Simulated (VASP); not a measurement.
Wanted: the native input for a VASP 6.6.1 run.

```yaml
Task: single point
Functional: LDA
Potentials_or_basis: VASP PAW LDA potentials, release 64 (Sr_sv)
Cutoff: 520 eV
k_mesh: 14 × 14 × 14
Occupations: fermi-dirac, width 0.1 eV
Spin: no spin polarisation
Dipole_correction: no
Further_INCAR_settings: ALGO = Normal; EDIFF = 1e-07; NBANDS = 11
```

The structure of Sr lies in POSCAR:

```
Sr
1.0
    3.6686451922      0.0000000000      0.0000000000
    0.0000000000      3.6686451922      0.0000000000
    0.0000000000      0.0000000000      3.6686451922
Sr
1
Direct
    0.0000000000      0.0000000000      0.0000000000
```

This isn't the form of Sr at room conditions, which is fcc.

The input as run:

INCAR

```
SYSTEM = Sr
PREC = Accurate
ENCUT = 520
EDIFF = 1E-7
ISMEAR = -1
SIGMA = 0.1
LREAL = .False.
LASPH = .True.
NELM = 80
ALGO = Normal
ISIF = 2
LWAVE = .False.
LCHARG = .False.
NBANDS = 11
```

KPOINTS

```
Automatic mesh
0
Gamma
  14 14 14
  0 0 0
```

Potentials or basis: VASP PAW LDA potentials, release 64 (Sr_sv).

Launch:

```sh
$ cat potpaw_LDA.64/Sr_sv/POTCAR > POTCAR
$ mpirun -np 1 vasp_std > vasp.out
```

It gave:

| Item | Value |
| --- | --- |
| Pressure | -0.1 GPa |
| Band gap on the k mesh | zero (bands 5 and 6 overlap by 0.62 eV) |

It took 39 s on 1 thread of Intel(R) Xeon(R) Platinum 8488C (Sapphire Rapids) (shared host), peak memory 0.19 GiB.
